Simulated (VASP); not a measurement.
Write the native input for VASP 6.6.1 that does the following.

* Task: single point
* Functional: r2SCAN
* Potentials or basis: VASP PAW PBE potentials, release 64 (Bi_d, Te)
* Cutoff: 520 eV
* k mesh: 8 × 8 × 8
* Occupations: gaussian, width 0.01 eV
* Spin: no spin polarisation
* Dipole correction: no
* Further INCAR settings: ALGO = Normal; EDIFF = 1e-06; NBANDS = 32

Crystal: Bi2Te3.

```
CELL_PARAMETERS angstrom
2.17377 1.25503 10.34901
-2.17377 1.25503 10.34901
0.00000 -2.51005 10.34901
ATOMIC_POSITIONS crystal
Bi 0.39896 0.39896 0.39896
Bi 0.60104 0.60104 0.60104
Te 0.21204 0.21204 0.21204
Te 0.78796 0.78796 0.78796
Te 0.00000 0.00000 0.00000
```

This cell differs from its parent crystal: strain -1.0%.

The input as run:

POSCAR

```
Bi2Te3
1.0
    2.1737683476      1.2550257407     10.3490086499
   -2.1737683476      1.2550257407     10.3490086499
    0.0000000000     -2.5100514813     10.3490086499
Bi Te
2 3
Direct
    0.3989607541      0.3989607541      0.3989607541
    0.6010392459      0.6010392459      0.6010392459
    0.2120396351      0.2120396351      0.2120396351
    0.7879603649      0.7879603649      0.7879603649
    0.0000000000      0.0000000000      0.0000000000
```

INCAR.step1

```
  ALGO = Normal
  EDIFF = 1E-4
  ENCUT = 520
  GGA = PE
  ISMEAR = 0
  LASPH = T
  LCHARG = F
  LREAL = F
  LWAVE = T
  NBANDS = 32
  NELM = 100
  PREC = Accurate
  SIGMA = 0.01
```

INCAR.step2

```
  ALGO = Normal
  EDIFF = 1E-6
  ENCUT = 520
  ISIF = 2
  ISMEAR = 0
  ISTART = 1
  LASPH = T
  LCHARG = F
  LMIXTAU = T
  LREAL = F
  LWAVE = F
  METAGGA = R2SCAN
  NBANDS = 32
  NELM = 100
  PREC = Accurate
  SIGMA = 0.01
```

KPOINTS

```
k-points
0
Gamma
  8 8 8
```

Potentials or basis: VASP PAW PBE potentials, release 64 (Bi_d, Te).

The run is started by

```console
$ cat potpaw_PBE.64/Bi_d/POTCAR potpaw_PBE.64/Te/POTCAR > POTCAR
$ cp INCAR.step1 INCAR
$ mpirun -np 1 vasp_std > vasp.out
$ cp INCAR.step2 INCAR
$ mpirun -np 1 vasp_std > vasp.out
```

It gave:

```yaml
Pressure: 2.1 GPa
Largest_force: 0.021 eV/Å
Band_gap_on_the_k_mesh: 0.65 eV
```

Caveat: the cell differs from its parent crystal (strain -1.0%); the PAW data sets were made with another functional, which shifts forces and pressure a little; spin-orbit coupling is left out, which moves the levels of the heavy elements.

It took 51 min on 1 thread of Intel(R) Xeon(R) 6975P-C (Granite Rapids), with other jobs on the host, peak memory 1.2 GiB.
